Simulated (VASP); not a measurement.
The system is TaHg2P3.

```
CELL_PARAMETERS angstrom
6.45063 0.00000 0.00000
-3.22532 5.58641 0.00000
0.00000 0.00000 3.55783
ATOMIC_POSITIONS crystal
Ta 0.00000 0.00000 0.00000
Hg 0.33333 0.66667 0.00000
Hg 0.66667 0.33333 0.00000
P 0.50000 0.00000 0.50000
P 0.50000 0.50000 0.50000
P 0.00000 0.50000 0.50000
```

The cell was generated, and may not be a known phase.

```yaml
Program: VASP 6.6.1
Task: relaxation of cell and atoms
Functional: PBE
Potentials_or_basis: VASP PAW PBE potentials, release 64 (Ta_pv, Hg, P)
Cutoff: 600 eV
k_mesh: 6 × 6 × 10
Occupations: gaussian, width 0.1 eV
Spin: no spin polarisation
```

At the start: pressure 1.9 GPa; volume 21.37 Å³/atom.

Task: Where does the relaxation end?

Result: Over 28 steps the energy falls by 427.6 meV/atom and the volume is 20.44 Å³/atom (-4.4 %); space group P6/mmm (No. 191, to 0.1 Å) before and after.

Step by step:
```csv
step,energy change (eV),largest force (eV/Å),pressure (GPa),volume (Å³)
1,0.0000,0.0000,1.94,128.21
2,-0.1793,0.0000,-2.13,132.94
3,-0.1958,0.0000,-3.21,134.49
4,-0.3821,0.0000,-2.08,130.28
5,-0.6886,0.0000,2.78,119.22
6,-0.2194,0.0000,31.49,95.42
7,-0.8080,0.0000,7.16,112.93
8,-0.8257,0.0000,15.64,104.26
9,-0.7078,0.0000,20.48,101.00
10,-0.7865,0.0000,17.60,102.84
11,-0.8054,0.0000,17.90,102.60
12,-0.8574,0.0000,18.93,101.89
13,-0.9310,0.0000,21.37,100.40
14,-0.7917,0.0000,28.17,97.15
15,-0.9388,0.0000,23.24,99.40
16,-1.0427,0.0000,22.48,99.84
17,-1.3224,0.0000,20.33,101.15
18,-1.7375,0.0000,16.64,103.70
19,-2.1409,0.0000,11.94,108.52
20,-2.1530,0.0000,9.36,117.05
21,-2.2250,0.0000,9.64,114.50
22,-2.4047,0.0000,6.24,116.95
23,-2.5612,0.0000,0.84,121.85
24,-2.5653,0.0000,0.04,122.73
25,-2.5654,0.0000,-0.11,122.90
26,-2.5654,0.0000,-0.10,122.87
27,-2.5655,0.0000,-0.08,122.79
28,-2.5657,0.0000,-0.03,122.62
```

Final structure:
```
Ta Hg P
1.0
     4.97118    0.00000    0.00000
    -2.48559    4.30517    0.00000
     0.00000    0.00000    5.72950
Ta Hg P
1 2 3
Direct
  0.00000 0.00000 0.00000
  0.33333 0.66667 0.00000
  0.66667 0.33333 0.00000
  0.50000 0.00000 0.50000
  0.50000 0.50000 0.50000
  0.00000 0.50000 0.50000
```

Caveat: a cell axis changed by over 15 % at a fixed basis, so the end point is rough.
